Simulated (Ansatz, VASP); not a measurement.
TiAl: VASP beside Ansatz

```xyz
2
Lattice="2.7598 0.0000 0.0000 0.0000 2.7598 0.0000 0.0000 0.0000 3.9073" Properties=species:S:1:pos:R:3 pbc="T T T"
Ti    0.0000    0.0000    0.0000
Al    1.3799    1.3799    1.9537
```

Alike in both runs: task single point; functional PBEsol; k mesh 16 × 16 × 16; occupations gaussian, width 0.15 eV; no spin polarisation.

|  | VASP | Ansatz |
| --- | --- | --- |
| version | VASP 6.6.1 | Ansatz 0.2.0 |
| potentials or method | VASP PAW PBE potentials, release 64 (Ti_sv, Al), cutoff 520 eV | scalar-relativistic, plane waves, PAW |
| valence electrons in the cell | 15 | 15 |

```tsv
	VASP	Ansatz	Ansatz less VASP
gap on the k mesh at the Fermi level (eV)	none	none	-
pressure (GPa)	7.9	7.8	-0.08
traceless stress, the component that is largest in VASP (GPa)	1.04	1.03	-0.013
```

VASP's potentials were made for PBE, not for PBEsol, and Ansatz warns of the same on its side. A gap of «none» marks a metal or a gap that the smearing closes.
